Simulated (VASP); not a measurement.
# YRh5 (P6/mmm) in VASP: further runs, part 2 of 2

VASP 6.6.1.

## Step 3: Relaxation of cell and atoms, LDA

This run uses another cell than the first one, of 16.38 Å³/atom.

File INCAR:

```
SYSTEM = YRh5
PREC = Accurate
ENCUT = 600
EDIFF = 1E-7
ISMEAR = -1
SIGMA = 0.1
LREAL = .False.
LASPH = .True.
NELM = 80
ALGO = Normal
ISIF = 3
LWAVE = .False.
LCHARG = .False.
GGA = CA
IBRION = 2
NSW = 80
EDIFFG = -0.02
```

File KPOINTS:

```
Automatic mesh
0
Gamma
  6 6 6
  0 0 0
```

File POSCAR:

```
YRh5
1.0
    5.1410000000      0.0000000000      0.0000000000
   -2.5705000000      4.4522366000      0.0000000000
    0.0000000000      0.0000000000      4.2940000000
Y Rh
1 5
Direct
    0.0000000000      0.0000000000      0.0000000000
    0.3333333330      0.6666666659      0.0000000000
    0.6666666670      0.3333333341      0.0000000000
    0.5000000000      0.0000000000      0.5000000000
    0.5000000000      0.5000000000      0.5000000000
    0.0000000000      0.5000000000      0.5000000000
```

Potentials or basis: VASP PAW LDA potentials, release 64 (Y_sv, Rh_pv).

Started as:

```console
$ cat potpaw_LDA.64/Y_sv/POTCAR potpaw_LDA.64/Rh_pv/POTCAR > POTCAR
$ mpirun -np 1 vasp_std > vasp.out
```

OUTCAR:

```text
SYSTEM = YRh5
   PREC = Accurate
   ENCUT = 600
   EDIFF = 1E-7
   ISMEAR = -1
   LREAL = .False.
   LASPH = .True.
   NELM = 80
   ISIF = 3
   GGA = CA
   IBRION = 2
   NSW = 80
   EDIFFG = -0.02

 ion  position               nearest neighbor table
   1  0.000  0.000  0.000-   2 2.97   3 2.97   3 2.97   2 2.97   2 2.97   3 2.97   5 3.35   6 3.35
                             5 3.35   6 3.35   6 3.35   6 3.35   5 3.35   5 3.35   4 3.35   4 3.35
   2  0.333  0.667  0.000-   5 2.61   5 2.61   6 2.61   6 2.61   4 2.61   4 2.61   3 2.97   1 2.97
                             3 2.97   1 2.97   1 2.97   3 2.97
   3  0.667  0.333  0.000-   5 2.61   5 2.61   6 2.61   6 2.61   4 2.61   4 2.61   2 2.97   1 2.97
                             2 2.97   1 2.97   1 2.97   2 2.97
   4  0.500  0.000  0.500-   5 2.57   6 2.57   5 2.57   6 2.57   2 2.61   3 2.61   2 2.61   3 2.61
                             1 3.35   1 3.35   1 3.35   1 3.35
   5  0.500  0.500  0.500-   4 2.57   4 2.57   6 2.57   6 2.57   2 2.61   3 2.61   2 2.61   3 2.61
                             1 3.35   1 3.35   1 3.35   1 3.35
   6  0.000  0.500  0.500-   4 2.57   4 2.57   5 2.57   5 2.57   2 2.61   3 2.61   2 2.61   3 2.61
                             1 3.35   1 3.35   1 3.35   1 3.35

  LATTYP: Found a hexagonal cell.
 ALAT       =     5.1410000000
 C/A-ratio  =     0.8352460611

  Lattice vectors:

 A1 = (   5.1410000000,   0.0000000000,   0.0000000000)
 A2 = (  -2.5705000000,   4.4522366000,   0.0000000000)
 A3 = (   0.0000000000,   0.0000000000,   4.2940000000)

Analysis of symmetry for initial positions (statically):
=====================================================================
 Subroutine PRICEL returns:
 Original cell was already a primitive cell.

 Routine SETGRP: Setting up the symmetry group for a
 hexagonal supercell.

 Subroutine GETGRP returns: Found 24 space group operations
 (whereof 24 operations were pure point group operations)
 out of a pool of 24 trial point group operations.

The static configuration has the point symmetry D_6h.

Analysis of symmetry for dynamics (positions and initial velocities):
=====================================================================
[... 149 lines left out ...]
 conjugate gradient relaxation of ions
 non-spin polarized calculation
  energy-cutoff  :      600.00
  volume of cell :       98.29
 maximum number of plane-waves:      3306
 NGX is ok and might be reduce to    42
   NGX = 21   NGY = 21   NGZ = 17

--------------------------------------- Ionic step        1  -------------------------------------------

 number of electron      85.9999981 magnetization

 Free energy of the ion-electron system (eV)
  ---------------------------------------------------
  ext. energy  EPLUGINS =         0.00000000
  ---------------------------------------------------
  free energy    TOTEN  =       -52.00968426 eV

  energy without entropy =      -51.73793429  energy(sigma->0) =      -51.87380927

------------------------ aborting loop because EDIFF is reached ----------------------------------------

  FORCE on cell =-STRESS in cart. coord.  units (eV):
  Direction    XX          YY          ZZ          XY          YZ          ZX
  --------------------------------------------------------------------------------------
  -------------------------------------------------------------------------------------
  Total       -2.1994936     -2.1994936     -4.1175195     -0.0000000      0.0000000      0.0000000
  in kB      -35.8546429    -35.8546428    -67.1209915     -0.0000000      0.0000000      0.0000000
  external PRESSURE =     -46.2767591 kB  Pullay stress =       0.0000000 kB
[... 147 lines left out ...]
--------------------------------------- Ionic step        5  -------------------------------------------

 number of electron      85.9999998 magnetization

 Free energy of the ion-electron system (eV)
  ---------------------------------------------------
  ext. energy  EPLUGINS =         0.00000000
  ---------------------------------------------------
  free energy    TOTEN  =       -52.04724307 eV

  energy without entropy =      -51.79013371  energy(sigma->0) =      -51.91868839

 E-fermi :   9.0900     XC(G=0): -13.1725

 val. band max:        9.0883175384   @ k =   0.3333   0.3333   0.5000
 cond. band min:       9.0968858781   @ k =   0.1667   0.1667   0.0000
 fundamental gap:      0.0085683397
 Fermi energy:         9.0900160984

 k-point     1 :       0.0000    0.0000    0.0000
  band No.  band energies     occupation
      1     -37.7479      2.00000
      2     -37.5911      2.00000
      3     -37.2148      2.00000
      4     -37.2148      2.00000
      5     -37.0880      2.00000
      6     -37.0880      2.00000
[... 1285 lines left out ...]
     50      12.1610      0.00000
     51      12.3172      0.00000

 [... further k-points ...]

------------------------ aborting loop because EDIFF is reached ----------------------------------------

  FORCE on cell =-STRESS in cart. coord.  units (eV):
  Direction    XX          YY          ZZ          XY          YZ          ZX
  --------------------------------------------------------------------------------------
  -------------------------------------------------------------------------------------
  Total       -0.0325553     -0.0325553      0.0555729      0.0000000      0.0000000      0.0000000
  in kB       -0.5421388     -0.5421388      0.9254470      0.0000000      0.0000000      0.0000000
  external PRESSURE =      -0.0529435 kB  Pullay stress =       0.0000000 kB
[... 21 lines left out ...]
  FREE ENERGIE OF THE ION-ELECTRON SYSTEM (eV)
  ---------------------------------------------------
  free  energy   TOTEN  =       -52.0472430651 eV

  energy  without entropy=      -51.7901337052  energy(sigma->0) =      -51.91868839

 reached required accuracy - stopping structural energy minimisation
```

CONTCAR:

```text
YRh5
   1.00000000000000
     5.1236005981844066    0.0000000000000000    0.0000000000000000
    -2.5618002990922033    4.4371682760258127   -0.0000000000000000
     0.0000000000000000    0.0000000000000000    4.2319503588567420
  Y               Rh
     1     5
Direct
     0.0000000000000000    1.0000000000000000    0.0000000000000000
     0.3333333329999988    0.6666666659000029    0.0000000000000000
     0.6666666670000012    0.3333333340999971    0.0000000000000000
     0.5000000000000000    0.0000000000000000    0.5000000000000000
     0.5000000000000000    0.5000000000000000    0.5000000000000000
     0.0000000000000000    0.5000000000000000    0.5000000000000000

  0.00000000E+00  0.00000000E+00  0.00000000E+00
  0.00000000E+00  0.00000000E+00  0.00000000E+00
  0.00000000E+00  0.00000000E+00  0.00000000E+00
  0.00000000E+00  0.00000000E+00  0.00000000E+00
  0.00000000E+00  0.00000000E+00  0.00000000E+00
  0.00000000E+00  0.00000000E+00  0.00000000E+00
```

It took 16 min on 1 thread of Intel Xeon 8259CL, shared host; peak memory 0.31 GiB.

Results:

* Free energy: -52.0472 eV
* Relaxed volume: 16.04 Å³/atom
* Relaxed cell: a = 5.124 Å, b = 5.124 Å, c = 4.232 Å, α = 90.00°, β = 90.00°, γ = 120.00°
* Space group after relaxing (to 0.1 Å): P6/mmm (No. 191)
* Energy gained by relaxing: 6.3 meV/atom
* Ionic steps: 5
* Pressure after relaxing: 0.0 GPa
* Band gap on the k mesh: zero (bands 43 and 44 overlap by 1.88 eV)

Stress tensor (GPa, compression positive):
```
-0.05  0.00  0.00
 0.00 -0.05  0.00
 0.00  0.00  0.09
```

The path:
```tsv
step	energy change (eV)	largest force (eV/Å)	pressure (GPa)	volume (Å³)
1	0.0000	0.0000	-4.63	98.29
2	0.1262	0.0000	11.98	91.70
3	-0.0360	0.0000	0.10	96.11
4	-0.0361	0.0000	0.21	96.07
5	-0.0376	0.0000	-0.01	96.21
```

Final structure:
```xyz
6
Lattice="5.1236 0.0000 0.0000 -2.5618 4.4372 0.0000 0.0000 0.0000 4.2320" Properties=species:S:1:pos:R:3 pbc="T T T"
Y    -2.5618    4.4372    0.0000
Rh    0.0000    2.9581    0.0000
Rh    2.5618    1.4791    0.0000
Rh    2.5618    0.0000    2.1160
Rh    1.2809    2.2186    2.1160
Rh   -1.2809    2.2186    2.1160
```

LDA usually gives volumes a few per cent too small. Zero-point motion and thermal expansion aren't in these numbers.
